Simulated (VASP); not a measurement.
A run of VASP 6.6.1 is set up as follows.

INCAR

```
SYSTEM = TaNbO
ALGO = Normal
EDIFF = 1E-7
ENCUT = 520
GGA = PE
ISIF = 2
ISMEAR = 0
LASPH = .True.
LCHARG = .True.
LELF = .True.
LREAL = .False.
LVHAR = .True.
LWAVE = .False.
NBANDS = 22
NELM = 60
PREC = Accurate
SIGMA = 0.1
```

The input KPOINTS:

```
k-points
0
Gamma
  16 14 10
  0 0 0
```

The input POSCAR:

```
TaNbO
1.0
    2.8017642700      0.0000000000      0.0000000000
    0.0000000000      3.3757836377      0.0000000000
    0.0000000000      0.0000000000      4.3542517330
Ta Nb O
1 1 1
Direct
    0.0000000000      0.0000000000      0.0000000000
    0.5000000000      0.5000000000      0.5000000000
    0.0000000000      0.0000000000      0.5000000000
```

Potentials or basis: VASP PAW PBE potentials, release 64 (Ta_pv, Nb_sv, O).

Run with:

```bash
$ cat potpaw_PBE.64/Ta_pv/POTCAR potpaw_PBE.64/Nb_sv/POTCAR potpaw_PBE.64/O/POTCAR > POTCAR
$ mpirun -np 1 vasp_std > vasp.out
```

Task: Estimate the band gap on the k mesh.

Result: Zero (band 15 reaches 11.34 eV, above the bottom of band 16 at 8.94 eV).

Task: What does it give for the pressure?

Result: -0.1 GPa.

Stress tensor (GPa, compression positive):
```
-0.17  0.00  0.00
 0.00 -0.26  0.00
 0.00  0.00  0.25
```

Caveat: spin-orbit coupling is left out, which moves the levels of the heavy elements.
